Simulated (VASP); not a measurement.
Crystal: Bi.

```
CELL_PARAMETERS angstrom
-2.00000 2.00000 2.00000
2.00000 -2.00000 2.00000
2.00000 2.00000 -2.00000
ATOMIC_POSITIONS crystal
Bi 0.00000 0.00000 0.00000
```

- Program: VASP 6.6.1
- Task: relaxation of cell and atoms
- Functional: PBEsol
- Potentials or basis: VASP PAW PBE potentials, release 64 (Bi_d)
- Cutoff: 600 eV
- k mesh: 15 × 15 × 15
- Occupations: fermi-dirac, width 0.08 eV
- Spin: no spin polarisation

At the start: pressure -3.3 GPa; volume 32.00 Å³/atom.

**Question.** Where does the relaxation end?

**Answer.** Over 3 steps the energy falls by 22.3 meV/atom and the volume is 30.00 Å³/atom (-6.2 %); space group Im-3m (No. 229, to 0.05 Å).

The path:
```
step  energy change (eV)  largest force (eV/Å)  pressure (GPa)  volume (Å³)
   1              0.0000                0.0000           -3.34        32.00
   2             -0.0156                0.0000            2.22        29.01
   3             -0.0223                0.0000            0.02        30.00
```

Final structure:
```xyz
1
Lattice="-1.9574 1.9574 1.9574 1.9574 -1.9574 1.9574 1.9574 1.9574 -1.9574" Properties=species:S:1:pos:R:3 pbc="T T T"
Bi    0.0000    0.0000    0.0000
```

Caveat: the PAW data sets were made with another functional, which shifts forces and pressure a little.
